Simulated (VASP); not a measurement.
# NbSi23C24 (a cell with a defect) in VASP: single point with PBE

Aim: the single point of NbSi23C24 (a cell with a defect) with PBE.

All numbers are computed with VASP 6.6.1; they aren't measurements. Logs are shortened: lines on timing, memory, paths and dates and some standing lists are left out, and cuts for length are marked.

### 1 The cell of the first run

The cell holds a defect, 48 atoms: a = 6.190 Å, b = 6.190 Å, c = 15.170 Å, α = 90.00°, β = 90.00°, γ = 120.00°.

### 2 Single point, PBE

Input file INCAR:

```
SYSTEM = NbSi23C24
ALGO = Normal
EDIFF = 1E-6
ENCUT = 520
GGA = PE
GGA_COMPAT = .FALSE.
ISIF = 2
ISMEAR = -1
LASPH = .TRUE.
LCHARG = .TRUE.
LELF = .TRUE.
LREAL = Auto
LVHAR = .TRUE.
LWAVE = .FALSE.
NBANDS = 130
NELECT = 200.0
NELM = 120
PREC = Accurate
SIGMA = 0.01
```

Input file KPOINTS:

```
k-points
0
G
  4 4 2
  0 0 0
```

Input file POSCAR:

```
NbSi23C24
1.0
    6.1900000000      0.0000000000      0.0000000000
   -3.0950000000      5.3606972494      0.0000000000
    0.0000000000      0.0000000000     15.1700000000
Nb Si C
1 23 24
Direct
    0.0000000000      0.0000000000      0.1234256645
   -0.0020245955      0.4989877023      0.1239937306
    0.5010122977      0.0020245955      0.1239937306
    0.5010122977      0.4989877023      0.1239937306
    0.0000000000      0.0000000000      0.6251667854
   -0.0006771654      0.4996614173      0.6252131741
    0.5003385827      0.0006771654      0.6252131741
    0.5003385827      0.4996614173      0.6252131741
    0.1676609218      0.3353218436      0.2963677060
    0.1676609218      0.8323390782      0.2963677060
    0.6666666667      0.3333333333      0.2930757754
    0.6646781564      0.8323390782      0.2963677060
    0.3338259426      0.1669129713      0.7905549713
    0.3333333333      0.6666666667      0.7891756062
    0.8330870287      0.1669129713      0.7905549713
    0.8330870287      0.6661740574      0.7905549713
    0.1695650675      0.3391301350      0.9545730938
    0.1695650675      0.8304349325      0.9545730938
    0.6666666667      0.3333333333      0.9566256431
    0.6608698650      0.8304349325      0.9545730938
    0.3338001402      0.1669000701      0.4599485135
    0.3333333333      0.6666666667      0.4616871369
    0.8330999299      0.1669000701      0.4599485135
    0.8330999299      0.6661998598      0.4599485135
    0.0000000000      0.0000000000     -0.0094177131
    0.0003733939      0.5001866969     -0.0009132819
    0.4998133031     -0.0003733939     -0.0009132819
    0.4998133031      0.5001866969     -0.0009132819
    0.0000000000      0.0000000000      0.4998385784
   -0.0006505164      0.4996747418      0.5003169446
    0.5003252582      0.0006505164      0.5003169446
    0.5003252582      0.4996747418      0.5003169446
    0.1760111746      0.3520223492      0.1707420333
    0.1760111746      0.8239888254      0.1707420333
    0.6666666667      0.3333333333      0.1668123529
    0.6479776508      0.8239888254      0.1707420333
    0.3333544711      0.1666772355      0.6665138020
    0.3333333333      0.6666666667      0.6655136541
    0.8333227645      0.1666772355      0.6665138020
    0.8333227645      0.6666455289      0.6665138020
    0.1674134542      0.3348269085      0.8313292284
    0.1674134542      0.8325865458      0.8313292284
    0.6666666667      0.3333333333      0.8327773352
    0.6651730915      0.8325865458      0.8313292284
    0.3340170533      0.1670085267      0.3341632229
    0.3333333333      0.6666666667      0.3369097650
    0.8329914733      0.1670085267      0.3341632229
    0.8329914733      0.6659829467      0.3341632229
```

Potentials or basis: VASP PAW PBE potentials, release 64 (Nb_sv, Si, C).

Launch:

```sh
cat potpaw_PBE.64/Nb_sv/POTCAR potpaw_PBE.64/Si/POTCAR potpaw_PBE.64/C/POTCAR > POTCAR
mpirun -np 1 vasp_std > vasp.out
```

OUTCAR:

```text
SYSTEM = NbSi23C24
   EDIFF = 1E-6
   ENCUT = 520
   GGA = PE
   ISIF = 2
   ISMEAR = -1
   LASPH = .TRUE.
   LREAL = Auto
   NELECT = 200.0
   NELM = 120
   PREC = Accurate

 ion  position               nearest neighbor table
   1  0.000  0.000  0.123-  25 2.02  33 2.02  34 2.02  36 2.02   2 3.10   3 3.10   4 3.10   4 3.10
                             2 3.10   3 3.10
   2  0.998  0.499  0.124-  34 1.88  33 1.88  35 1.89  26 1.89   3 3.08   4 3.08   1 3.10   1 3.10
                            19 3.10   3 3.11   4 3.11  11 3.12  18 3.12  17 3.12
   3  0.501  0.002  0.124-  34 1.88  36 1.88  35 1.89  27 1.89   2 3.08   4 3.08   1 3.10   1 3.10
                            19 3.10   4 3.11   2 3.11  11 3.12  18 3.12  20 3.12
   4  0.501  0.499  0.124-  36 1.88  33 1.88  35 1.89  28 1.89   3 3.08   2 3.08   1 3.10   1 3.10
                            19 3.10   3 3.11   2 3.11  11 3.12  20 3.12  17 3.12
   5  0.000  0.000  0.625-  39 1.89  40 1.89  37 1.89  29 1.90  24 3.08  23 3.08  21 3.08  16 3.08
                            13 3.08  15 3.08   8 3.10   6 3.10   6 3.10   8 3.10   7 3.10   7 3.10
   6  0.999  0.500  0.625-  40 1.89  39 1.89  38 1.89  30 1.89  22 3.06  14 3.06  23 3.08  24 3.08
                            15 3.08  16 3.08   7 3.09   8 3.09   5 3.10   5 3.10   7 3.10   8 3.10
   7  0.500  0.001  0.625-  37 1.89  39 1.89  38 1.89  31 1.89  22 3.06  14 3.06  23 3.08  21 3.08
                            15 3.08  13 3.08   6 3.09   8 3.09   5 3.10   5 3.10   8 3.10   6 3.10
   8  0.500  0.500  0.625-  37 1.89  40 1.89  38 1.89  32 1.89  22 3.06  14 3.06  21 3.08  24 3.08
                            13 3.08  16 3.08   7 3.09   6 3.09   5 3.10   5 3.10   7 3.10   6 3.10
   9  0.168  0.335  0.296-  46 1.88  45 1.88  47 1.88  33 1.91  21 3.06  23 3.06  22 3.07  12 3.08
[... 53 lines left out ...]
  47  0.833  0.167  0.334-  12 1.88   9 1.88  11 1.89  23 1.91
  48  0.833  0.666  0.334-  12 1.88  10 1.88  11 1.89  24 1.91

  LATTYP: Found a hexagonal cell.
 ALAT       =     6.1900000000
 C/A-ratio  =     2.4507269790

  Lattice vectors:

 A1 = (   6.1900000000,   0.0000000000,   0.0000000000)
 A2 = (  -3.0950000000,   5.3606972494,   0.0000000000)
 A3 = (   0.0000000000,   0.0000000000,  15.1700000000)

Analysis of symmetry for initial positions (statically):
=====================================================================
 Subroutine PRICEL returns:
 Original cell was already a primitive cell.

 Routine SETGRP: Setting up the symmetry group for a
 hexagonal supercell.

 Subroutine GETGRP returns: Found  6 space group operations
 (whereof  6 operations were pure point group operations)
 out of a pool of 24 trial point group operations.

The static configuration has the point symmetry C_3v.

Analysis of symmetry for dynamics (positions and initial velocities):
=====================================================================
 Subroutine PRICEL returns:
 Original cell was already a primitive cell.

 Routine SETGRP: Setting up the symmetry group for a
 hexagonal supercell.

 Subroutine GETGRP returns: Found  6 space group operations
 (whereof  6 operations were pure point group operations)
 out of a pool of 24 trial point group operations.

The dynamic configuration has the point symmetry C_3v.

 Subroutine INISYM returns: Found  6 space group operations
 (whereof  6 operations are pure point group operations),
 and found     1 'primitive' translations

----------------------------------------------------------------------------------------

                                     Primitive cell

  volume of cell :     503.3818

  direct lattice vectors                    reciprocal lattice vectors
     6.190000000  0.000000000  0.000000000     0.161550889  0.093271449  0.000000000
    -3.095000000  5.360697249  0.000000000     0.000000000  0.186542898  0.000000000
     0.000000000  0.000000000 15.170000000     0.000000000  0.000000000  0.065919578

  length of vectors
     6.190000000  6.190000000 15.170000000     0.186542898  0.186542898  0.065919578

  position of ions in fractional coordinates (direct lattice)
     0.000000000  0.000000000  0.123425664
     0.997975405  0.498987702  0.123993731
     0.501012298  0.002024595  0.123993731
     0.501012298  0.498987702  0.123993731
     0.000000000  0.000000000  0.625166785
     0.999322835  0.499661417  0.625213174
[... 40 lines left out ...]
     0.832991473  0.167008527  0.334163223
     0.832991473  0.665982947  0.334163223

  ion indices of the primitive-cell ions
   primitive index   ion index
                 1           1
                 2           2
                 3           3
                 4           4
                 5           5
                 6           6
[... 40 lines left out ...]
                47          47
                48          48

----------------------------------------------------------------------------------------

 KPOINTS: k-points

Automatic generation of k-mesh.
 Grid dimensions read from file:
 generate k-points for:    4    4    2

 Generating k-lattice:

  Cartesian coordinates                     Fractional coordinates (reciprocal lattice)
     0.040387722  0.023317862  0.000000000     0.250000000  0.000000000  0.000000000
     0.000000000  0.046635724  0.000000000     0.000000000  0.250000000  0.000000000
     0.000000000  0.000000000  0.032959789     0.000000000  0.000000000  0.500000000

  Length of vectors
     0.046635724  0.046635724  0.032959789

  Shift w.r.t. Gamma in fractional coordinates (k-lattice)
     0.000000000  0.000000000  0.000000000

 Subroutine IBZKPT returns following result:
 ===========================================

 Found      8 irreducible k-points:

 Following reciprocal coordinates:
            Coordinates               Weight
  0.000000  0.000000  0.000000      1.000000
  0.250000  0.000000  0.000000      6.000000
  0.500000  0.000000  0.000000      3.000000
  0.250000  0.250000  0.000000      6.000000
  0.000000  0.000000  0.500000      1.000000
  0.250000  0.000000  0.500000      6.000000
  0.500000  0.000000  0.500000      3.000000
  0.250000  0.250000  0.500000      6.000000
   k-points           NKPTS =      8   k-points in BZ     NKDIM =      8   number of bands    NBANDS=    130
   number of dos      NEDOS =    301   number of ions     NIONS =     48
   total plane-waves  NPLWV = 276480
   dimension x,y,z NGX =    48 NGY =   48 NGZ =  120
   dimension x,y,z NGXF=    96 NGYF=   96 NGZF=  240
   ions per type =               1  23  24
   NGX,Y,Z   is equivalent  to a cutoff of  12.89, 12.89, 13.15 a.u.
   NGXF,Y,Z  is equivalent  to a cutoff of  25.78, 25.78, 26.30 a.u.
 SYSTEM =  NbSi23C24
   PREC   = accura    normal or accurate (medium, high low for compatibility)
   ISTART =      0    job   : 0-new  1-cont  2-samecut
   ICHARG =      2    charge: 1-file 2-atom 10-const
   ISPIN  =      1    spin polarized calculation?
   LNONCOLLINEAR =      F non collinear calculations
   LSORBIT =      F    spin-orbit coupling
   LASPH  =      T    aspherical Exc in radial PAW
   ENCUT  =  520.0 eV  38.22 Ry    6.18 a.u.  11.51 11.51 28.21*2*pi/ulx,y,z
   NELM   =    120;   NELMIN=  2; NELMDL= -5     # of ELM steps
   EDIFF  = 0.1E-05   stopping-criterion for ELM
   LREAL  =      T    real-space projection
   EDIFFG = 0.1E-04   stopping-criterion for IOM
   NSW    =      0    number of steps for IOM
   IBRION =     -1    ionic relax: 0-MD 1-quasi-New 2-CG
   NFREE  =      0    steps in history (QN), initial steepest desc. (CG)
   ISIF   =      2    stress and relaxation
   ISYM   =      2    0-nonsym 1-usesym 2-fastsym
   POTIM  = 0.5000    time-step for ionic-motion
   TEBEG  =    0.0;   TEEND  =   0.0 temperature during run
   PSTRESS=    0.0 pullay stress
   NELECT =     200.0000    total number of electrons
   NUPDOWN=      -1.0000    fix difference up-down
   EMIN   =  10.00;   EMAX   =-10.00  energy-range for DOS
   EFERMI =   0.00;   METHOD = LEGACY
   ISMEAR =    -1;   SIGMA  =   0.01  broadening in eV -4-tet -1-fermi 0-gaus
   EFERMI_NEDOS =   21; number of points for ismear=-14 and -15
   IALGO  =     38    algorithm
   IMIX   =      4    mixing-type and parameters
     AMIX     =   0.40;   BMIX     =  1.00
     AMIX_MAG =   1.60;   BMIX_MAG =  1.00
  volume/ion in A,a.u.               =      10.49        70.77
  Fermi-wavevector in a.u.,A,eV,Ry     =   1.203517  2.274318 19.707411  1.448454
  Thomas-Fermi vector in A             =   2.339268
   LORBIT       =      0    0 simple, 1 ext, 2 COOP (PROOUT), +10 PAW based schemes
   GGA     = PE    functional components
   LHFCALC =     F    Hartree Fock is set to
   AEXX    =    0.0000 exact exchange contribution
   IVDW    =     0    specifies the selected vdW correction
   LEPSILON=     F    determine dielectric tensor
   LRPA    =     F    only Hartree local field effects (RPA)
 non-spin polarized calculation
  energy-cutoff  :      520.00
  volume of cell :      503.38
 maximum number of plane-waves:     13665
 NGX is ok and might be reduce to    48
   NGX = 23   NGY = 23   NGZ = 57

 number of electron     200.0000003 magnetization

 Free energy of the ion-electron system (eV)
  ---------------------------------------------------
  ext. energy  EPLUGINS =         0.00000000
  ---------------------------------------------------
  free energy    TOTEN  =      -372.73466537 eV

  energy without entropy =     -372.73466537  energy(sigma->0) =     -372.73466537

 E-fermi :   8.6071     XC(G=0): -11.3502

 val. band max:        8.2395549816   @ k =   0.0000   0.0000   0.0000
 cond. band min:       9.5001288564   @ k =   0.0000   0.0000   0.5000
 fundamental gap:      1.2605738748
 Fermi energy:         8.6070621333

 k-point     1 :       0.0000    0.0000    0.0000
  band No.  band energies     occupation
      1     -46.6149      2.00000
      2     -22.8683      2.00000
      3     -22.8683      2.00000
      4     -22.8120      2.00000
      5      -7.1252      2.00000
      6      -6.6239      2.00000
[... 909 lines left out ...]
    111      12.6126      0.00000
    112      12.9201      0.00000
 [bands above 112 left out]

------------------------ aborting loop because EDIFF is reached ----------------------------------------

  FORCE on cell =-STRESS in cart. coord.  units (eV):
  Direction    XX          YY          ZZ          XY          YZ          ZX
  --------------------------------------------------------------------------------------
  -------------------------------------------------------------------------------------
  Total       -1.3470746     -1.3470746      0.6511830      0.0000000      0.0000000     -0.0000000
  in kB       -4.2875059     -4.2875059      2.0726029      0.0000000      0.0000000     -0.0000000
  external PRESSURE =      -2.1674696 kB  Pullay stress =       0.0000000 kB

 VOLUME and BASIS-vectors are now :
 -----------------------------------------------------------------------------
  energy-cutoff  :      520.00
  volume of cell :      503.38
      direct lattice vectors                 reciprocal lattice vectors
     6.190000000  0.000000000  0.000000000     0.161550889  0.093271449  0.000000000
    -3.095000000  5.360697249  0.000000000     0.000000000  0.186542898  0.000000000
     0.000000000  0.000000000 15.170000000     0.000000000  0.000000000  0.065919578

 POSITION                                       TOTAL-FORCE (eV/Angst)
 -----------------------------------------------------------------------------------
      0.00000      0.00000      1.87237         0.000000      0.000000      0.010640
      4.63310      2.67492      1.88098         0.001595      0.000921      0.002299
      3.09500      0.01085      1.88098         0.000000     -0.001841      0.002299
      1.55690      2.67492      1.88098        -0.001595      0.000921      0.002299
      0.00000      0.00000      9.48378         0.000000      0.000000      0.008085
      4.63936      2.67853      9.48448         0.000409      0.000236      0.001641
[... 40 lines left out ...]
      4.63933      0.89528      5.06926         0.005269     -0.003042     -0.019877
      3.09500      3.57013      5.06926         0.000000      0.006084     -0.019877
 -----------------------------------------------------------------------------------
    total drift:                                0.000000     -0.000000      0.002515

  FREE ENERGIE OF THE ION-ELECTRON SYSTEM (eV)
  ---------------------------------------------------
  free  energy   TOTEN  =      -372.7346653740 eV

  energy  without entropy=     -372.7346653740  energy(sigma->0) =     -372.73466537
```

Wall time 17 min (1 thread of Oxide Virtual Turin-like, shared host); peak memory 0.74 GiB.

Results:

```
Free energy   : -372.7347 eV
Largest force : 0.035 eV/Å
```

Forces on the atoms (eV/Å):
```
Nb   0.000  0.000  0.011
Si   0.002  0.001  0.002
Si   0.000 -0.002  0.002
Si  -0.002  0.001  0.002
Si   0.000  0.000  0.008
Si   0.000  0.000  0.002
Si   0.000  0.000  0.002
Si   0.000  0.000  0.002
Si   0.000 -0.011 -0.001
Si  -0.010  0.006 -0.001
Si   0.000  0.000  0.019
Si   0.010  0.006 -0.001
Si   0.000  0.000 -0.004
Si   0.000  0.000 -0.012
Si   0.000  0.000 -0.004
Si   0.000  0.000 -0.004
Si   0.000 -0.011 -0.001
Si  -0.010  0.006 -0.001
Si   0.000  0.000 -0.002
Si   0.010  0.006 -0.001
Si  -0.004 -0.002  0.015
Si   0.000  0.000 -0.021
Si   0.004 -0.002  0.015
Si   0.000  0.005  0.015
C    0.000  0.000  0.026
C   -0.001 -0.001 -0.001
C    0.000  0.002 -0.001
C    0.001 -0.001 -0.001
C    0.000  0.000 -0.002
C    0.000  0.000 -0.007
C    0.000  0.000 -0.007
C    0.000  0.000 -0.007
C    0.000 -0.032 -0.014
C   -0.028  0.016 -0.014
C    0.000  0.000 -0.029
C    0.028  0.016 -0.014
C    0.002  0.001  0.010
C    0.000  0.000  0.026
C   -0.002  0.001  0.010
C    0.000 -0.002  0.010
C    0.000  0.003  0.010
C    0.003 -0.002  0.010
C    0.000  0.000  0.004
C   -0.003 -0.002  0.010
C   -0.005 -0.003 -0.020
C    0.000  0.000 -0.003
C    0.005 -0.003 -0.020
C    0.000  0.006 -0.020
```

Levels at points of the mesh, in eV from the Fermi level:
```csv
k point,band 97,band 98,band 99,band 100,band 101,band 102,band 103,band 104
"(0.00, 0.00, 0.00)",-0.77,-0.61,-0.37,-0.37,0.92,0.92,1.11,1.56
"(0.50, 0.00, 0.00)",-1.20,-1.09,-0.97,-0.92,1.24,1.76,2.04,2.39
"(0.00, 0.00, 0.50)",-0.73,-0.73,-0.38,-0.38,0.89,0.89,1.23,1.58
"(0.50, 0.00, 0.50)",-1.23,-1.13,-0.99,-0.94,1.27,1.76,2.05,2.44
```

Caveat: the cell carries a net charge on a neutralising background, which shifts energy and pressure; the cell is charged against a uniform background, so pressure and absolute levels hang on convention.
